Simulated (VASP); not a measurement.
# InSe (R3m) in VASP: a series of runs

InSe is run at these levels: SVWN5, BLYP, LDA; tasks: single point.

Everything below comes from runs of VASP 6.6.1. Logs are shortened: lines on timing, memory, paths and dates and some standing lists are left out, and cuts for length are marked.

**Measured values to compare with.**

From “The Interaction of Hydrogen with the van der Waals Crystal γ-InSe”, 2020, pmc:7321205, for a bulk crystal of InSe at 300 K: band gap 1.25 eV.

How close the calculation comes is told below.

### 1 The cell of the first run

Symmetry: R3m, No. 160, trigonal system. The conventional cell has a = 3.918 Å, b = 3.918 Å, c = 24.803 Å, α = 90.00°, β = 90.00°, γ = 120.00°. Within 3.4 Å of In (site symmetry 3m) lie 3 Se at 2.58 Å and 1 In at 2.76 Å. Within 3.4 Å of In (site symmetry 3m) lie 3 Se at 2.58 Å and 1 In at 2.76 Å. Se (site symmetry 3m) has 3 In at 2.58 Å within 3.4 Å. Within 3.4 Å of Se (site symmetry 3m) lie 3 In at 2.58 Å.

### 2 Single point, SVWN5

INCAR

```
SYSTEM = InSe
PREC = Accurate
ENCUT = 520
EDIFF = 1E-7
ISMEAR = -1
SIGMA = 0.05
LREAL = .FALSE.
LASPH = .TRUE.
NELM = 80
ALGO = Normal
ISIF = 2
LWAVE = .FALSE.
LCHARG = .TRUE.
GGA = VW
LELF = .TRUE.
LVHAR = .TRUE.
NBANDS = 27
```

KPOINTS

```
Automatic mesh
0
G
  8 8 8
  0 0 0
```

POSCAR

```
InSe
1.0
    1.9591722174      1.1311286071      8.2677067576
   -1.9591722174      1.1311286071      8.2677067576
    0.0000000000     -2.2622572143      8.2677067576
In Se
2 2
Direct
    0.8886000000      0.8886000000      0.8886000000
    0.0000000000      0.0000000000      0.0000000000
    0.1719000000      0.1719000000      0.1719000000
    0.3835000000      0.3835000000      0.3835000000
```

Potentials or basis: VASP PAW PBE potentials, release 64 (In_d, Se).

Launch:

```console
$ cat potpaw_PBE.64/In_d/POTCAR potpaw_PBE.64/Se/POTCAR > POTCAR
$ mpirun -np 1 vasp_std > vasp.out
```

OUTCAR:

```text
SYSTEM = InSe
   PREC = Accurate
   ENCUT = 520
   EDIFF = 1E-7
   ISMEAR = -1
   LREAL = .FALSE.
   LASPH = .TRUE.
   NELM = 80
   ISIF = 2
   GGA = VW

 ion  position               nearest neighbor table
   1  0.889  0.889  0.889-   3 2.58   3 2.58   3 2.58   2 2.76
   2  0.000  0.000  0.000-   4 2.58   4 2.58   4 2.58   1 2.76
   3  0.172  0.172  0.172-   1 2.58   1 2.58   1 2.58
   4  0.383  0.383  0.383-   2 2.58   2 2.58   2 2.58

  LATTYP: Found a trigonal (rhomboedric) cell.
 ALAT       =     8.5716266095
 COS(alpha) =     0.8955162542

  Lattice vectors:

 A1 = (   1.9591722174,   1.1311286071,   8.2677067576)
 A2 = (  -1.9591722174,   1.1311286071,   8.2677067576)
 A3 = (   0.0000000000,  -2.2622572143,   8.2677067576)

Analysis of symmetry for initial positions (statically):
=====================================================================
 Subroutine PRICEL returns:
 Original cell was already a primitive cell.

 Routine SETGRP: Setting up the symmetry group for a
 trigonal (rhombohedral) supercell.

 Subroutine GETGRP returns: Found  6 space group operations
 (whereof  6 operations were pure point group operations)
 out of a pool of 12 trial point group operations.

The static configuration has the point symmetry C_3v.

Analysis of symmetry for dynamics (positions and initial velocities):
=====================================================================
 Subroutine PRICEL returns:
 Original cell was already a primitive cell.

 Routine SETGRP: Setting up the symmetry group for a
 trigonal (rhombohedral) supercell.

 Subroutine GETGRP returns: Found  6 space group operations
 (whereof  6 operations were pure point group operations)
 out of a pool of 12 trial point group operations.

The dynamic configuration has the point symmetry C_3v.

 Subroutine INISYM returns: Found  6 space group operations
 (whereof  6 operations are pure point group operations),
 and found     1 'primitive' translations

----------------------------------------------------------------------------------------

                                     Primitive cell

  volume of cell :     109.9312

  direct lattice vectors                    reciprocal lattice vectors
     1.959172217  1.131128607  8.267706758     0.255209826  0.147345462  0.040317508
    -1.959172217  1.131128607  8.267706758    -0.255209826  0.147345462  0.040317508
[... 82 lines left out ...]
   ICHARG =      2    charge: 1-file 2-atom 10-const
   ISPIN  =      1    spin polarized calculation?
   LNONCOLLINEAR =      F non collinear calculations
   LSORBIT =      F    spin-orbit coupling
   LASPH  =      T    aspherical Exc in radial PAW
   ENCUT  =  520.0 eV  38.22 Ry    6.18 a.u.  15.94 15.94 15.94*2*pi/ulx,y,z
   NELM   =     80;   NELMIN=  2; NELMDL= -5     # of ELM steps
   EDIFF  = 0.1E-06   stopping-criterion for ELM
   LREAL  =      F    real-space projection
   EDIFFG = 0.1E-05   stopping-criterion for IOM
   NSW    =      0    number of steps for IOM
   IBRION =     -1    ionic relax: 0-MD 1-quasi-New 2-CG
   NFREE  =      0    steps in history (QN), initial steepest desc. (CG)
   ISIF   =      2    stress and relaxation
   ISYM   =      2    0-nonsym 1-usesym 2-fastsym
   POTIM  = 0.5000    time-step for ionic-motion
   TEBEG  =    0.0;   TEEND  =   0.0 temperature during run
   PSTRESS=    0.0 pullay stress
   NELECT =      38.0000    total number of electrons
   NUPDOWN=      -1.0000    fix difference up-down
   EMIN   =  10.00;   EMAX   =-10.00  energy-range for DOS
   EFERMI =   0.00;   METHOD = LEGACY
   ISMEAR =    -1;   SIGMA  =   0.05  broadening in eV -4-tet -1-fermi 0-gaus
   EFERMI_NEDOS =   21; number of points for ismear=-14 and -15
   IALGO  =     38    algorithm
   IMIX   =      4    mixing-type and parameters
     AMIX     =   0.40;   BMIX     =  1.00
     AMIX_MAG =   1.60;   BMIX_MAG =  1.00
  volume/ion in A,a.u.               =      27.48       185.46
  Fermi-wavevector in a.u.,A,eV,Ry     =   1.148936  2.171174 17.960415  1.320053
  Thomas-Fermi vector in A             =   2.285608
   LORBIT       =      0    0 simple, 1 ext, 2 COOP (PROOUT), +10 PAW based schemes
   GGA     = VW    functional components
   LHFCALC =     F    Hartree Fock is set to
   AEXX    =    0.0000 exact exchange contribution
   IVDW    =     0    specifies the selected vdW correction
   LEPSILON=     F    determine dielectric tensor
   LRPA    =     F    only Hartree local field effects (RPA)
 non-spin polarized calculation
  energy-cutoff  :      520.00
  volume of cell :      109.93
 maximum number of plane-waves:      3012
   NGX = 31   NGY = 31   NGZ = 31

 number of electron      37.9999997 magnetization

 Free energy of the ion-electron system (eV)
  ---------------------------------------------------
  ext. energy  EPLUGINS =         0.00000000
  ---------------------------------------------------
  free energy    TOTEN  =       -16.60086250 eV

  energy without entropy =      -16.60080201  energy(sigma->0) =      -16.60083226

 E-fermi :   4.6419     XC(G=0):  -9.5173

 val. band max:        4.4457248591   @ k =   0.5000   0.5000   0.5000
 cond. band min:       4.8164702140   @ k =   0.5000   0.5000   0.5000
 fundamental gap:      0.3707453549
 Fermi energy:         4.6419069766

 k-point     1 :       0.0000    0.0000    0.0000
  band No.  band energies     occupation
      1     -10.4544      2.00000
      2     -10.2431      2.00000
      3     -10.2431      2.00000
      4     -10.1552      2.00000
      5     -10.1552      2.00000
      6     -10.1232      2.00000
[... 709 lines left out ...]
     26      10.9766      0.00000
     27      11.4049      0.00000

 [... further k-points ...]
[... 5 lines left out ...]
  --------------------------------------------------------------------------------------
  -------------------------------------------------------------------------------------
  Total        1.7706562      1.7706562      0.5788639      0.0000000     -0.0000000      0.0000000
  in kB       25.8061913     25.8061913      8.4365750      0.0000000     -0.0000000      0.0000000
  external PRESSURE =      20.0163192 kB  Pullay stress =       0.0000000 kB

 VOLUME and BASIS-vectors are now :
 -----------------------------------------------------------------------------
  energy-cutoff  :      520.00
  volume of cell :      109.93
      direct lattice vectors                 reciprocal lattice vectors
     1.959172217  1.131128607  8.267706758     0.255209826  0.147345462  0.040317508
    -1.959172217  1.131128607  8.267706758    -0.255209826  0.147345462  0.040317508
     0.000000000 -2.262257214  8.267706758     0.000000000 -0.294690923  0.040317508

 POSITION                                       TOTAL-FORCE (eV/Angst)
 -----------------------------------------------------------------------------------
      0.00000     -0.00000     22.04005         0.000000     -0.000000      0.531097
      0.00000      0.00000      0.00000         0.000000      0.000000     -0.515614
      0.00000     -0.00000      4.26366         0.000000      0.000000     -0.452498
      0.00000     -0.00000      9.51200         0.000000     -0.000000      0.437015
 -----------------------------------------------------------------------------------
    total drift:                               -0.000000      0.000000      0.000044

  FREE ENERGIE OF THE ION-ELECTRON SYSTEM (eV)
  ---------------------------------------------------
  free  energy   TOTEN  =       -16.6008625044 eV

  energy  without entropy=      -16.6008020126  energy(sigma->0) =      -16.60083226
```

stdout:

```text
POSCAR found type information on POSCAR InSe
 POSCAR found :  2 types and       4 ions
 scaLAPACK will be used
 -----------------------------------------------------------------------------
|                                                                             |
|                                                                             |
|     You enforced a specific xc type in the INCAR file but a different       |
|     I HOPE YOU KNOW WHAT YOU ARE DOING!                                     |
|                                                                             |
 -----------------------------------------------------------------------------

 LDA part: xc-table for (Slater(with rela. corr.)+VWN5), standard interpolation
 POSCAR, INCAR and KPOINTS ok, starting setup
 FFT: planning ... GRIDC
 FFT: planning ... GRID_SOFT
 FFT: planning ... GRID
 WAVECAR not read
 entering main loop
```

Wall time 9.2 min (1 thread of Intel Xeon 6975P-C (Granite Rapids), shared host); peak memory 0.5 GiB.

What came out:

```yaml
Free_energy: -16.6009 eV
Pressure: 2.0 GPa
Largest_force: 0.531 eV/Å
Band_gap_on_the_k_mesh: 0.37 eV
```

Forces on the atoms (eV/Å):
```
In   0.000  0.000  0.531
In   0.000  0.000 -0.516
Se   0.000  0.000 -0.452
Se   0.000  0.000  0.437
```

Stress tensor (GPa, compression positive):
```
2.58 0.00 0.00
0.00 2.58 0.00
0.00 0.00 0.84
```

Levels at points of the mesh, in eV from the valence-band top:
```csv
k point,band 16,band 17,band 18,band 19,band 20,band 21,band 22,band 23
"(0.00, 0.00, 0.00)",-1.39,-1.39,-1.28,-1.28,1.69,2.03,4.37,4.37
"(0.50, 0.00, 0.00)",-2.61,-2.54,-2.43,-1.84,1.04,1.94,3.53,3.91
"(0.50, 0.50, 0.00)",-2.90,-2.72,-2.21,-1.66,1.06,1.91,3.14,3.47
"(0.50, 0.50, 0.50)",-1.46,-1.20,-1.20,0.00,0.37,2.05,4.27,4.27
```

Caveat: semilocal functionals underestimate gaps, and a narrow one can read as zero; the PAW data sets were made with another functional, which shifts forces and pressure a little; spin-orbit coupling is left out, which moves the levels of the heavy elements. A k mesh can miss the band edges.

### 3 Single point, BLYP

This run uses another cell than the first one, of 28.07 Å³/atom.

INCAR

```
PREC = Accurate ; ENCUT = 520
EDIFF = 1E-6 ; ISMEAR = -1
SIGMA = 0.05 ; LREAL = F
LASPH = T ; NELM = 100
ALGO = Normal ; ISIF = 2
LWAVE = F ; LCHARG = F
GGA = B5 ; ALDAX = 1.0
AGGAX = 1.0 ; AGGAC = 1.0
ALDAC = 0.0 ; NBANDS = 27
```

KPOINTS

```
regular mesh
0
Gamma
  8 8 8
```

POSCAR

```
InSe
1.0
    1.9729696595      1.1390945640      8.3259319629
   -1.9729696595      1.1390945640      8.3259319629
    0.0000000000     -2.2781891280      8.3259319629
In Se
2 2
Direct
    0.8886000000      0.8886000000      0.8886000000
    0.0000000000      0.0000000000      0.0000000000
    0.1719000000      0.1719000000      0.1719000000
    0.3835000000      0.3835000000      0.3835000000
```

Potentials or basis: VASP PAW PBE potentials, release 64 (In_d, Se).

Launch:

```console
$ cat potpaw_PBE.64/In_d/POTCAR potpaw_PBE.64/Se/POTCAR > POTCAR
$ mpirun -np 1 vasp_std > vasp.out
```

Wall time 9.7 min (1 thread of Intel Xeon 6975P-C (Granite Rapids), shared host); peak memory 0.61 GiB.

Results (log left out):

```yaml
Free_energy: -11.6398 eV
Pressure: 8.6 GPa
Largest_force: 0.775 eV/Å
Band_gap_on_the_k_mesh: 0.50 eV
```

Forces in eV/Å, atoms in the order of the input:
```
In   0.000  0.000  0.643
In   0.000  0.000 -0.634
Se   0.000  0.000 -0.775
Se   0.000  0.000  0.766
```

Stress tensor (GPa, compression positive):
```
9.45 0.00 0.00
0.00 9.45 0.00
0.00 0.00 6.86
```

Levels at points of the mesh, in eV from the valence-band top:
```tsv
k point	band 15	band 16	band 17	band 18	band 19	band 20	band 21	band 22	band 23	band 24
(0.00, 0.00, 0.00)	-1.61	-1.36	-1.36	-1.26	-1.26	1.76	2.24	4.41	4.41	5.29
(0.50, 0.00, 0.00)	-3.60	-2.49	-2.44	-2.34	-1.76	1.25	2.02	3.71	4.09	4.88
(0.50, 0.50, 0.00)	-3.35	-2.78	-2.62	-2.14	-1.59	1.20	2.05	3.37	3.71	4.43
(0.50, 0.50, 0.50)	-1.43	-1.43	-1.18	-1.18	0.00	0.50	2.26	4.32	4.32	5.68
```

Caveat: the cell stands under pressure; semilocal functionals underestimate gaps, and a narrow one can read as zero; the PAW data sets were made with another functional, which shifts forces and pressure a little; spin-orbit coupling is left out, which moves the levels of the heavy elements.

### 4 Single point, SVWN5

This run uses another cell than the first one, of 28.07 Å³/atom.

INCAR

```
SYSTEM = InSe
PREC = Accurate
ENCUT = 520
EDIFF = 1E-6
ISMEAR = -1
SIGMA = 0.05
LREAL = .FALSE.
LASPH = .TRUE.
NELM = 100
ALGO = Normal
ISIF = 2
LWAVE = .FALSE.
LCHARG = .TRUE.
GGA = VW
LELF = .TRUE.
LVHAR = .TRUE.
NBANDS = 27
```

KPOINTS

```
Automatic mesh
0
G
  8 8 8
  0 0 0
```

POSCAR is that of step 3.

Launch:

```console
$ cat potpaw_PBE.64/In_d/POTCAR potpaw_PBE.64/Se/POTCAR > POTCAR
$ mpirun -np 1 vasp_std > vasp.out
```

Wall time 9.3 min (1 thread of Intel Xeon 6975P-C (Granite Rapids), shared host); peak memory 0.5 GiB.

It converged, with:

| Item | Value |
| --- | --- |
| Free energy | -16.6213 eV |
| Pressure | 0.7 GPa |
| Largest force | 0.434 eV/Å |
| Band gap on the k mesh | 0.31 eV |

Forces in eV/Å, atoms in the order of the input:
```
In   0.000  0.000  0.434
In   0.000  0.000 -0.418
Se   0.000  0.000 -0.274
Se   0.000  0.000  0.257
```

Stress tensor (GPa, compression positive):
```
 1.24  0.00  0.00
 0.00  1.24  0.00
 0.00  0.00 -0.31
```

Levels at points of the mesh, in eV from the valence-band top:
| k point | band 17 | band 18 | band 19 | band 20 | band 21 | band 22 |
| --- | --- | --- | --- | --- | --- | --- |
| (0.00, 0.00, 0.00) | -1.36 | -1.26 | -1.26 | 1.64 | 1.99 | 4.35 |
| (0.50, 0.00, 0.00) | -2.47 | -2.37 | -1.79 | 1.06 | 1.90 | 3.52 |
| (0.50, 0.50, 0.00) | -2.65 | -2.16 | -1.62 | 1.05 | 1.90 | 3.15 |
| (0.50, 0.50, 0.50) | -1.18 | -1.18 | 0.00 | 0.31 | 2.02 | 4.26 |

Caveat: semilocal functionals underestimate gaps, and a narrow one can read as zero; the PAW data sets were made with another functional, which shifts forces and pressure a little; spin-orbit coupling is left out, which moves the levels of the heavy elements.

### 5 Single point, BLYP

This run uses another cell than the first one, of 28.65 Å³/atom.

INCAR

```
  PREC = Accurate
  ENCUT = 520
  EDIFF = 1E-7
  ISMEAR = -1
  SIGMA = 0.05
  LREAL = F
  LASPH = T
  NELM = 60
  ALGO = Normal
  ISIF = 2
  LWAVE = F
  LCHARG = T
  GGA = B5
  ALDAX = 1.0
  AGGAX = 1.0
  AGGAC = 1.0
  ALDAC = 0.0
  LELF = T
  LVHAR = T
  NBANDS = 27
```

KPOINTS

```
regular mesh
0
Gamma
  8 8 8
```

POSCAR

```
InSe
1.0
    1.9865767768      1.1469506368      8.3833539979
   -1.9865767768      1.1469506368      8.3833539979
    0.0000000000     -2.2939012737      8.3833539979
In Se
2 2
Direct
    0.8886000000      0.8886000000      0.8886000000
    0.0000000000      0.0000000000      0.0000000000
    0.1719000000      0.1719000000      0.1719000000
    0.3835000000      0.3835000000      0.3835000000
```

Launch:

```console
$ cat potpaw_PBE.64/In_d/POTCAR potpaw_PBE.64/Se/POTCAR > POTCAR
$ mpirun -np 1 vasp_std > vasp.out
```

Wall time 15 min (1 thread of Intel Xeon 6975P-C (Granite Rapids), shared host); peak memory 0.73 GiB.

The run converged. Its results:

```yaml
Free_energy: -11.7549 eV
Pressure: 7.1 GPa
Largest_force: 0.599 eV/Å
Band_gap_on_the_k_mesh: 0.44 eV
```

Forces in eV/Å, atoms in the order of the input:
```
In   0.000  0.000  0.546
In   0.000  0.000 -0.537
Se   0.000  0.000 -0.599
Se   0.000  0.000  0.590
```

Stress tensor (GPa, compression positive):
```
7.91 0.00 0.00
0.00 7.91 0.00
0.00 0.00 5.52
```

Levels at points of the mesh, in eV from the valence-band top:
```tsv
k point	band 15	band 16	band 17	band 18	band 19	band 20	band 21	band 22	band 23	band 24
(0.00, 0.00, 0.00)	-1.56	-1.33	-1.33	-1.23	-1.23	1.70	2.19	4.38	4.38	5.25
(0.50, 0.00, 0.00)	-3.52	-2.43	-2.38	-2.28	-1.71	1.26	1.98	3.71	4.08	4.83
(0.50, 0.50, 0.00)	-3.27	-2.71	-2.55	-2.09	-1.54	1.18	2.04	3.38	3.72	4.41
(0.50, 0.50, 0.50)	-1.40	-1.40	-1.16	-1.16	0.00	0.44	2.23	4.30	4.30	5.64
```

Caveat: the cell stands under pressure; semilocal functionals underestimate gaps, and a narrow one can read as zero; the PAW data sets were made with another functional, which shifts forces and pressure a little; spin-orbit coupling is left out, which moves the levels of the heavy elements.

### 6 Single point, LDA

INCAR

```
SYSTEM = InSe
PREC = Accurate
ENCUT = 520
EDIFF = 1E-6
ISMEAR = -1
SIGMA = 0.05
LREAL = .FALSE.
LASPH = .TRUE.
NELM = 60
ALGO = Normal
ISIF = 2
LWAVE = .FALSE.
LCHARG = .FALSE.
GGA = CA
NBANDS = 27
```

KPOINTS

```
Automatic mesh
0
G
  8 8 8
  0 0 0
```

POSCAR

```
InSe
1.0
    1.9591722174      1.1311286071      8.2677067576
   -1.9591722174      1.1311286071      8.2677067576
    0.0000000000     -2.2622572143      8.2677067576
In Se
2 2
Direct
    0.8886000000      0.8886000000      0.8886000000
    0.0000000000      0.0000000000      0.0000000000
    0.1719000000      0.1719000000      0.1719000000
    0.3835000000      0.3835000000      0.3835000000
```

Potentials or basis: VASP PAW LDA potentials, release 64 (In_d, Se).

Launch:

```console
$ cat potpaw_LDA.64/In_d/POTCAR potpaw_LDA.64/Se/POTCAR > POTCAR
$ mpirun -np 1 vasp_std > vasp.out
```

Wall time 4.2 min (1 thread of Intel Xeon 6975P-C (Granite Rapids), shared host); peak memory 0.51 GiB.

It converged, with:

```
Free energy            : -16.6292 eV
Pressure               : 2.1 GPa
Largest force          : 0.524 eV/Å
Band gap on the k mesh : 0.40 eV
```

Forces on the atoms (eV/Å):
```
In   0.000  0.000  0.524
In   0.000  0.000 -0.508
Se   0.000  0.000 -0.464
Se   0.000  0.000  0.449
```

Stress tensor (GPa, compression positive):
```
2.69 0.00 0.00
0.00 2.69 0.00
0.00 0.00 1.00
```

Levels at points of the mesh, in eV from the valence-band top:
```csv
k point,band 15,band 16,band 17,band 18,band 19,band 20,band 21,band 22,band 23,band 24
"(0.00, 0.00, 0.00)",-1.73,-1.39,-1.39,-1.29,-1.29,1.71,2.05,4.37,4.37,5.17
"(0.50, 0.00, 0.00)",-3.76,-2.60,-2.54,-2.43,-1.83,1.04,1.96,3.53,3.91,4.88
"(0.50, 0.50, 0.00)",-3.50,-2.90,-2.72,-2.22,-1.66,1.07,1.91,3.14,3.46,4.39
"(0.50, 0.50, 0.50)",-1.47,-1.47,-1.20,-1.20,0.00,0.40,2.06,4.27,4.27,5.60
```

Caveat: semilocal functionals underestimate gaps, and a narrow one can read as zero; spin-orbit coupling is left out, which moves the levels of the heavy elements.

### 7 Summary

| level | potentials or basis | cell | gap on the mesh (eV) | pressure (GPa) | largest force (eV/Å) |
| --- | --- | --- | --- | --- | --- |
| SVWN5 | VASP PAW PBE potentials, release 64 (In_d, Se) | a = 8.572 Å, angles 26.4°, 4 atoms | 0.37 | 2.0 | 0.53 |
| BLYP | VASP PAW PBE potentials, release 64 (In_d, Se) | a = 8.632 Å, angles 26.4°, 4 atoms | 0.50 | 8.6 | 0.78 |
| SVWN5 | VASP PAW PBE potentials, release 64 (In_d, Se) | a = 8.632 Å, angles 26.4°, 4 atoms | 0.31 | 0.7 | 0.43 |
| BLYP | VASP PAW PBE potentials, release 64 (In_d, Se) | a = 8.692 Å, angles 26.4°, 4 atoms | 0.44 | 7.1 | 0.60 |
| LDA | VASP PAW LDA potentials, release 64 (In_d, Se) | a = 8.572 Å, angles 26.4°, 4 atoms | 0.40 | 2.1 | 0.52 |

Alike in all rows: task single point; no spin polarisation; k mesh 8 × 8 × 8; cutoff (eV) 520; smearing fermi-dirac 0.05 eV.

Caveats: semilocal functionals underestimate gaps, and a narrow one can read as zero; spin-orbit coupling is left out, which moves the levels of the heavy elements; the PAW data sets were made with another functional, which shifts forces and pressure a little (at least some runs); the cell stands under pressure (at least some runs).

Total energies depend on the potentials used, so only differences within one code and one set of settings carry meaning.

### 8 Against experiment

Step 4. Against the measured gap of InSe, 1.25 eV (300 K; “The Interaction of Hydrogen with the van der Waals Crystal γ-InSe”, 2020, pmc:7321205), the calculated 0.31 eV is off by -0.94 eV. Spin-orbit coupling on In, Se is left out. The value is that of SVWN5 on a finite k mesh, which can miss the band edges, without temperature or zero-point motion.
